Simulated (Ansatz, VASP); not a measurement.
## Hf in VASP and in Ansatz

```
CELL_PARAMETERS angstrom
3.20323 0.00000 0.00000
-1.60161 2.77408 0.00000
0.00000 0.00000 21.07300
ATOMIC_POSITIONS crystal
Hf 0.00000 0.00000 0.38431
Hf 0.33333 0.66667 0.50000
Hf 0.00000 0.00000 0.61569
```

Alike in both runs: functional PBE; k mesh 12 × 12 × 1; occupations fermi-dirac, width 0.1 eV; no spin polarisation.

Ansatz relaxed the structure, and its values are those at the end. VASP's run is a single point on that final structure, the one shown.

|  | VASP | Ansatz |
| --- | --- | --- |
| version | VASP 6.6.1 | Ansatz 0.2.0 |
| potentials or method | VASP PAW PBE potentials, release 64 (Hf_pv), cutoff 520 eV | all-electron LAPW, scalar-relativistic |

VASP gave:

- rms of the force components (eV/Å): 0.016

Question: Which values does Ansatz return?

Answer: rms of the force components (eV/Å): 0.003.

Ansatz ran all-electron here, and VASP with PAW potentials.

Spin-orbit coupling is off throughout.
